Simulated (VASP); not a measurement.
A run of VASP 6.6.1 is set up as follows.

The input INCAR:

```
PREC     = Accurate       # precision mode
ENCUT    = 520            # plane-wave cutoff, eV
EDIFF    = 1E-6           # SCF threshold, eV
ISMEAR   = 0              # smearing method
SIGMA    = 0.1            # smearing width, eV
LREAL    = False          # projectors in reciprocal space
LASPH    = True           # aspherical terms in the spheres
NELM     = 100            # most SCF steps
ALGO     = Normal         # electronic algorithm
ISIF     = 2              # what is computed and relaxed
LWAVE    = False          # write WAVECAR
LCHARG   = False          # write CHGCAR
GGA      = PE             # functional
NBANDS   = 8              # bands
```

KPOINTS

```
regular mesh
0
Gamma
  20 20 22
```

The input POSCAR:

```
Sb
1.0
    1.8927781203     -2.6744011329     -0.0180013191
    1.8927781203      2.6744011329     -0.0180013191
   -1.8614860657      0.0000000000      2.7059688569
Sb
1
Direct
    0.5000000000      0.5000000000      0.5000000000
```

Potentials or basis: VASP PAW PBE potentials, release 64 (Sb).

The run is started by

```console
$ cat potpaw_PBE.64/Sb/POTCAR > POTCAR
$ mpirun -np 1 vasp_std > vasp.out
```

(1) Predict the pressure.

Results:

(1) -0.1 GPa.
